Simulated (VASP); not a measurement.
Set up this calculation in VASP 6.6.1, as the native input.

| Quantity | Value |
| --- | --- |
| Task | relaxation of cell and atoms |
| Functional | PBE |
| Dispersion | D4 |
| Potentials or basis | VASP PAW PBE potentials, release 64 (W_sv) |
| Cutoff | 650 eV |
| k mesh | 16 × 16 × 16 |
| Occupations | methfessel-paxton, width 0.05 eV |
| Spin | no spin polarisation |
| Tolerance level | standard |
| Purpose | cell |
| Passes | 3 |
| Further INCAR settings | ALGO = Normal; EDIFF = 1e-07 |

Crystal: W.

```
W
1.0
    -1.61338    1.61338    1.61338
     1.61338   -1.61338    1.61338
     1.61338    1.61338   -1.61338
W
1
Direct
  0.00000 0.00000 0.00000
```

These files were run (other wordings do the same):

POSCAR

```
W
1.0
   -1.6133792515      1.6133792515      1.6133792515
    1.6133792515     -1.6133792515      1.6133792515
    1.6133792515      1.6133792515     -1.6133792515
W
1
Direct
    0.0000000000      0.0000000000      0.0000000000
```

INCAR.step1

```
SYSTEM = W
  ALGO = Normal
  EDIFF = 1E-7
  EDIFFG = -0.002
  ENCUT = 650
  GGA = PE
  GGA_COMPAT = .False.
  IBRION = 2
  ISIF = 3
  ISMEAR = 1
  IVDW = 13
  LASPH = .True.
  LCHARG = .False.
  LREAL = .False.
  LWAVE = .False.
  NELM = 120
  NELMIN = 4
  NSW = 80
  POTIM = 0.5
  PREC = Accurate
  SIGMA = 0.05
```

INCAR.step4

```
SYSTEM = W
  ALGO = Normal
  EDIFF = 1E-7
  ENCUT = 650
  GGA = PE
  GGA_COMPAT = .False.
  ISIF = 2
  ISMEAR = 1
  IVDW = 13
  LASPH = .True.
  LCHARG = .False.
  LREAL = .False.
  LWAVE = .False.
  NELM = 120
  PREC = Accurate
  SIGMA = 0.05
```

KPOINTS

```
Automatic mesh
0
Gamma
  16 16 16
  0 0 0
```

Potentials or basis: VASP PAW PBE potentials, release 64 (W_sv).

Run with:

```bash
$ cat potpaw_PBE.64/W_sv/POTCAR > POTCAR
$ cp INCAR.step1 INCAR
$ cp POSCAR.step1 POSCAR
$ mpirun -np 1 vasp_std > vasp.out
$ cp CONTCAR POSCAR
$ mpirun -np 1 vasp_std > vasp.out
$ cp CONTCAR POSCAR
$ mpirun -np 1 vasp_std > vasp.out
$ cp CONTCAR POSCAR
$ cp INCAR.step4 INCAR
$ mpirun -np 1 vasp_std > vasp.out
```

Results of the run:

| Quantity | Value |
| --- | --- |
| Relaxed volume | 15.80 Å³/atom |
| Relaxed cell | a = 2.738 Å, b = 2.738 Å, c = 2.738 Å, α = 109.47°, β = 109.47°, γ = 109.47° |
| Space group after relaxing (to 0.1 Å) | Im-3m (No. 229) |
| Energy gained by relaxing | 56.3 meV/atom |
| Ionic steps | 7 |
| Pressure after relaxing | 0.0 GPa |
| Band gap on the k mesh | zero (bands 7 and 8 overlap by 6.43 eV) |
| Dispersion energy per atom | -0.724 eV |

Caveat: spin-orbit coupling is left out, which moves the levels of the heavy elements.

Run time: 120 s on 1 thread of Intel(R) Xeon(R) Platinum 8488C (Sapphire Rapids) (shared host), peak memory 0.19 GiB.
